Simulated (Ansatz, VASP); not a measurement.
## Two plane-wave programs on AlPt

```
Al Pt
1.0
     3.03914    0.00000    0.00000
     0.00000    3.03914    0.00000
     0.00000    0.00000    3.03914
Al Pt
1 1
Cartesian
  0.0000 0.0000 0.0000
  1.5196 1.5196 1.5196
```

Change from the starting cell: volume scaled by 0.95, PAW files.

Alike in both runs: task electric field gradients; functional r2SCAN; k mesh 11 × 11 × 11; occupations fermi-dirac, width 0.03 eV; no spin polarisation.

|  | VASP | Ansatz |
| --- | --- | --- |
| version | VASP 6.6.1 | Ansatz 0.2.0 |
| potentials or method | VASP PAW PBE potentials, release 64 (Al, Pt) | PAW with Ansatz's default frozen-core files, scalar-relativistic |
| plane-wave cutoff (eV) | 520 | 500 |
| valence electrons in the cell | 13 | 21 |

Ansatz gave:

| Item | Value |
| --- | --- |
| pressure (GPa) | 5.8 |

Question: What did VASP give for the same quantities?

Answer: Pressure (GPa): 5.7.

VASP's potentials were made for PBE, not for r2SCAN. VASP's potentials hold 13 valence electrons a cell and Ansatz's 21, so a difference there can come from the potentials and not from the codes.

Spin-orbit coupling is off throughout.
